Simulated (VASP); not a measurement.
A run of VASP 6.6.1 is set up as follows.

File INCAR:

```
PREC = Accurate
ENCUT = 500
EDIFF = 1E-6
ISMEAR = -1
SIGMA = 0.1
LREAL = F
LASPH = T
NELM = 120
ALGO = Normal
ISIF = 2
LWAVE = F
LCHARG = F
GGA = PS
NBANDS = 18
GGA_COMPAT = F
```

File KPOINTS:

```
regular mesh
0
Gamma
  8 8 6
```

POSCAR

```
PtSe2
1.0
    3.7363721839      0.0000000000      0.0000000000
   -1.8681860920      3.2357936269      0.0000000000
    0.0000000000      0.0000000000      5.0788173993
Pt Se
1 2
Direct
    0.0000000000      0.0000000000      0.0000000000
    0.3333333333      0.6666666667      0.2500000000
    0.6666666667      0.3333333333      0.7500000000
```

Potentials or basis: VASP PAW PBE potentials, release 64 (Pt, Se).

The run is started by

```bash
$ cat potpaw_PBE.64/Pt/POTCAR potpaw_PBE.64/Se/POTCAR > POTCAR
$ mpirun -np 1 vasp_std > vasp.out
```

Q: Estimate the pressure.

A: 0.9 GPa.

Q: Estimate the band gap on the k mesh.

A: Zero (band 11 reaches 6.67 eV, above the bottom of band 12 at 6.35 eV).

Forces in eV/Å, atoms in the order of the input:
```
Pt   0.000  0.000  0.000
Se   0.000  0.000  0.216
Se   0.000  0.000 -0.216
```

Caveat: the PAW data sets were made with another functional, which shifts forces and pressure a little; spin-orbit coupling is left out, which moves the levels of the heavy elements.
